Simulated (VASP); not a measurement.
SrTiO3, 5 atoms in the cell. The structure is cubic, space group Pm-3m (No. 221). The conventional cell has a = 3.891 Å, b = 3.891 Å, c = 3.891 Å, α = 90.00°, β = 90.00°, γ = 90.00°. Sr (site symmetry m-3m) has 12 O at 2.75 Å and 8 Ti at 3.37 Å within 3.6 Å. Within 2.6 Å of Ti (site symmetry m-3m) lie 6 O at 1.95 Å. O (site symmetry 4/mmm) has 2 Ti at 1.95 Å within 2.6 Å. 

* Program: VASP 6.6.1
* Task: single point
* Functional: PBEsol
* Potentials or basis: VASP PAW PBE potentials, release 64 (Sr_sv, Ti_sv, O)
* Cutoff: 600 eV
* k mesh: 4 × 4 × 4
* Occupations: gaussian, width 0.02 eV
* Spin: no spin polarisation
* Dipole correction: no
* Further INCAR settings: ALGO = Normal; EDIFF = 1e-06; NBANDS = 28

Potentials or basis: VASP PAW PBE potentials, release 64 (Sr_sv, Ti_sv, O).

Run with:

```bash
$ cat potpaw_PBE.64/Sr_sv/POTCAR potpaw_PBE.64/Ti_sv/POTCAR potpaw_PBE.64/O/POTCAR > POTCAR
$ mpirun -np 1 vasp_std > vasp.out
```

Hardware: 1 thread of Intel(R) Xeon(R) 6975P-C (Granite Rapids), on a shared host.

Estimate the wall time of this run.

Wall time 12 s on 1 thread of Intel(R) Xeon(R) 6975P-C (Granite Rapids), with other jobs on the host, peak memory 0.18 GiB. Counts: scf iterations 17, k points 10.
